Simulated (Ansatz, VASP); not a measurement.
## Mg4O: VASP beside Ansatz

Contents of INCAR:

```
PREC = Accurate
ENCUT = 520
EDIFF = 1E-7
ISMEAR = 0
SIGMA = 0.1
LREAL = F
LASPH = T
NELM = 80
ALGO = Normal
ISIF = 2
LWAVE = F
LCHARG = F
LDIPOL = T
IDIPOL = 3
DIPOL = 0.5 0.5 0.330
GGA = CA
NBANDS = 15
```

KPOINTS

```
Automatic mesh
0
Gamma
  8 5 1
```

File POSCAR:

```
Mg4O
1.0
    3.1466128697      0.0000000000      0.0000000000
    0.0000000000      5.0388886589      0.0000000000
    0.0000000000      0.0000000000     20.5846139733
Mg O
4 1
Direct
    0.0000000000      0.7500000000      0.1943198937
    0.5000000000      0.2500000000      0.2384474589
    0.5000000000      0.7500000000      0.3306067122
    0.0000000000      0.2500000000      0.3684603453
    0.3750000000      0.6250000000      0.5205156622
```

Input for Ansatz:

```yaml
crystal:
  lattice:
    - [3.1466128697, 0.0, 0.0]
    - [0.0, 5.0388886589, 0.0]
    - [0.0, 0.0, 20.5846139733]
  atoms:
    - { symbol: Mg, position: [0.0, 0.75, 0.1943198937] }
    - { symbol: Mg, position: [0.5, 0.25, 0.2384474589] }
    - { symbol: Mg, position: [0.5, 0.75, 0.3306067122] }
    - { symbol: Mg, position: [0.0, 0.25, 0.3684603453] }
    - { symbol: O, position: [0.375, 0.625, 0.5205156622] }
basis:
  ecutwfc: 420
kpoints:
  mp_grid: { grid: [8, 5, 1] }
hamiltonian:
  xc: lda
scf:
  occupations: { method: gaussian, width: 0.1 }
output:
  forces: true
  eigenvalues: true
efield:
  axis: 3
  dipole_correction: true
  ramp_width: 0.04
```

Alike in both runs: task single point; functional LDA; k mesh 8 × 5 × 1; occupations gaussian, width 0.1 eV; no spin polarisation.

|  | VASP | Ansatz |
| --- | --- | --- |
| version | VASP 6.6.1 | Ansatz 0.2.0 |
| potentials or method | VASP PAW LDA potentials, release 64 (Mg, O), cutoff 520 eV | scalar-relativistic, plane waves, PAW |
| valence electrons in the cell | 14 | 46 |

|  | VASP | Ansatz | Ansatz less VASP |
| --- | --- | --- | --- |
| gap on the k mesh at the Fermi level (eV) | none | none | - |
| rms of the force components (eV/Å) | 0.312 | 0.308 | -0.0042 |

LDA's correlation is that of Perdew and Zunger in VASP and of Perdew and Wang (1992) in Ansatz. Atom by atom the forces differ by 0.008 eV/Å (rms over components). A gap of «none» marks a metal or a gap that the smearing closes. VASP's potentials hold 14 valence electrons a cell and Ansatz's 46, so a difference there can come from the potentials and not from the codes.
